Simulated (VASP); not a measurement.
## Ti: single point with PBE

Crystal: Ti.

```
Ti
1.0
    -2.52055    2.52055    1.37501
     2.52055   -2.52055    1.37501
     2.52055    2.52055   -1.37501
Ti
2
Direct
  0.00000 0.00000 0.00000
  0.75000 0.25000 0.50000
```

```yaml
Program: VASP 6.6.1
Task: single point
Functional: PBE
Potentials_or_basis: VASP PAW PBE potentials, release 64 (Ti_sv)
Cutoff: 520 eV
k_mesh: 8 × 8 × 8
Occupations: gaussian, width 0.1 eV
Spin: no spin polarisation
Dipole_correction: no
Further_INCAR_settings: ALGO = Fast; EDIFF = 1e-06; NBANDS = 19
```

```yaml
Pressure: 0.0 GPa
Band_gap_on_the_k_mesh: zero (band 12 reaches 8.09 eV, above the bottom of band 13 at 7.68 eV)
```

Stress tensor (GPa, compression positive):
```
-1.13  0.00  0.00
 0.00 -1.13  0.00
 0.00  0.00  2.26
```

Levels at points of the mesh, in eV from the Fermi level:
```
           k point  band 8  band 9  band 10  band 11  band 12  band 13  band 14  band 15  band 16  band 17
(0.00, 0.00, 0.00)  -32.30   -5.75    -2.54    -0.85    -0.50     0.17     2.65     2.65     2.68     2.68
(0.50, 0.00, 0.00)  -32.26   -2.13    -1.89    -0.87    -0.08     1.00     1.33     1.41     2.72     3.47
(0.50, 0.50, 0.00)  -32.28   -2.93    -2.93    -0.39    -0.39     0.59     0.59     2.05     2.05     3.27
(0.50, 0.50, 0.50)  -32.21   -1.99    -1.99     0.15     0.15     0.21     0.21     2.24     2.24     2.93
```

It took 96 s on 1 thread of Intel(R) Xeon(R) Platinum 8375C CPU @ 2.90GHz (Ice Lake) (shared host), peak memory 0.17 GiB.
